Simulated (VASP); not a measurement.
Here is a VASP 6.6.1 calculation.

The input POSCAR:

```
Si
1.0
    3.8420338389      0.0000000000      0.0000000000
    0.0000000000      5.4334563474      0.0000000000
    0.0000000000      0.0000000000      3.8420338389
Si
4
Direct
    0.0000000000      0.0000000000      0.0000000000
    0.5000000000      0.2500000000      0.0000000000
    0.5000000000      0.5000000000      0.5000000000
    0.0000000000      0.7500000000      0.5000000000
```

File INCAR.step1:

```
SYSTEM = Si
PREC = Accurate
ENCUT = 550
ISMEAR = 0
SIGMA = 0.02
LREAL = .False.
LASPH = .True.
NELM = 120
NBANDS = 16
GGA = PE
ALGO = Normal
EDIFF = 1E-5
LWAVE = .True.
LCHARG = .False.
GGA_COMPAT = .False.
```

The input INCAR.step2:

```
SYSTEM = Si
PREC = Accurate
ENCUT = 550
EDIFF = 1E-6
ISMEAR = 0
SIGMA = 0.02
LREAL = .False.
LASPH = .True.
NELM = 120
ALGO = Normal
ISIF = 2
LWAVE = .False.
LCHARG = .False.
METAGGA = R2SCAN
LMIXTAU = .True.
NBANDS = 16
ISTART = 1
GGA_COMPAT = .False.
```

File KPOINTS:

```
regular mesh
0
Gamma
  10 8 10
  0 0 0
```

Potentials or basis: VASP PAW PBE potentials, release 64 (Si).

Run with:

```sh
$ cat potpaw_PBE.64/Si/POTCAR > POTCAR
$ cp INCAR.step1 INCAR
$ mpirun -np 1 vasp_std > vasp.out
$ cp INCAR.step2 INCAR
$ mpirun -np 1 vasp_std > vasp.out
```

Problem. Predict the pressure.

Solution. 0.3 GPa.

Problem. Predict the band gap on the k mesh.

Solution. 0.78 eV.

Caveat: the PAW data sets were made with another functional, which shifts forces and pressure a little. A k mesh can miss the band edges.
